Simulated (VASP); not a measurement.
A run of VASP 6.6.1:

INCAR

```
  ALGO = Normal
  EDIFF = 1E-6
  ENCUT = 520
  GGA = PE
  ISIF = 2
  ISMEAR = -1
  LASPH = True
  LCHARG = True
  LELF = True
  LREAL = False
  LVHAR = True
  LWAVE = False
  NBANDS = 10
  NELM = 80
  PREC = Accurate
  SIGMA = 0.05
```

Contents of KPOINTS:

```
k-points
0
Gamma
  8 8 8
```

The input POSCAR:

```
Cs
1.0
    4.7768068752      0.0000000000      0.0000000000
    0.0000000000      4.7768068752      0.0000000000
    0.0000000000      0.0000000000      4.7768068752
Cs
1
Direct
    0.0000000000      0.0000000000      0.0000000000
```

Potentials or basis: VASP PAW PBE potentials, release 64 (Cs_sv).

The run is started by

```bash
$ cat potpaw_PBE.64/Cs_sv/POTCAR > POTCAR
$ mpirun -np 1 vasp_std > vasp.out
```

Hardware: 1 thread of Intel(R) Xeon(R) Platinum 8488C (Sapphire Rapids) (shared host).

**Question.** Estimate the wall time of this run.

**Answer.** Run time: 16 s on 1 thread of Intel(R) Xeon(R) Platinum 8488C (Sapphire Rapids), with other jobs on the host, peak memory 0.21 GiB. Counts: scf iterations 10, k points 35.
